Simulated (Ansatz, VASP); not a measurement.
# Si2C3: VASP beside Ansatz

```
Si C
1.0
     2.61707    0.00000    0.00000
    -1.30854    2.26645    0.00000
     0.00000    0.00000   22.86765
Si C
4 6
Cartesian
  1.3085 0.7555 4.4696
  1.3085 0.7555 6.9642
  0.0000 1.5110 15.9034
  0.0000 1.5110 18.3981
  1.3085 0.7555 17.1507
  1.3085 0.7555 22.8673
  1.3085 0.7555 11.4342
  0.0000 1.5110 0.0004
  0.0000 1.5110 5.7169
  0.0000 1.5110 11.4334
```

Alike in both runs: functional PBE; k mesh 6 × 6 × 1; occupations gaussian, width 0.1 eV; no spin polarisation.

Ansatz relaxed the structure, and its values are those at the end. VASP's run is a single point on that final structure, the one shown.

```csv
,VASP,Ansatz
version,VASP 6.6.1,Ansatz 0.2.0
potentials or method,"VASP PAW PBE potentials, release 64 (Si, C), cutoff 520 eV","scalar-relativistic, plane waves, PAW"
valence electrons in the cell,40,40
```

|  | VASP | Ansatz | Ansatz less VASP |
| --- | --- | --- | --- |
| gap on the k mesh at the Fermi level (eV) | none | none | - |
| pressure (GPa) | 0.2 | 0.1 | -0.06 |
| rms of the force components (eV/Å) | 0.006 | 0.007 | +0.0006 |

A gap of «none» marks a metal or a gap that the smearing closes.

The k mesh is coarse, so the values compare programs but aren't converged.
